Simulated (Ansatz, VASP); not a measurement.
# One calculation of Ca, two programs

```
CELL_PARAMETERS angstrom
3.92030 0.00000 0.00000
-1.96015 3.39508 0.00000
0.00000 0.00000 6.32440
ATOMIC_POSITIONS crystal
Ca 0.33333 0.66667 0.25000
Ca 0.66667 0.33333 0.75000
```

Change from the starting cell: strain -0.015 along x and y, -0.030 along z, atoms carried along.

Alike in both runs: task single point; functional LDA; k mesh 15 × 15 × 8; occupations gaussian, width 0.15 eV; no spin polarisation.

|  | VASP | Ansatz |
| --- | --- | --- |
| version | VASP 6.6.1 | Ansatz 0.2.0 |
| potentials or method | VASP PAW LDA potentials, release 64 (Ca_sv), cutoff 520 eV | scalar-relativistic, plane waves, PAW |
| valence electrons in the cell | 20 | 20 |

```csv
,VASP,Ansatz,Ansatz less VASP
gap on the k mesh at the Fermi level (eV),none,none,-
pressure (GPa),-1.6,-1.6,0.00
"traceless stress, the component that is largest in VASP (GPa)",0.36,0.36,-0.002
```

LDA's correlation is that of Perdew and Zunger in VASP and of Perdew and Wang (1992) in Ansatz. A gap of «none» marks a metal or a gap that the smearing closes.
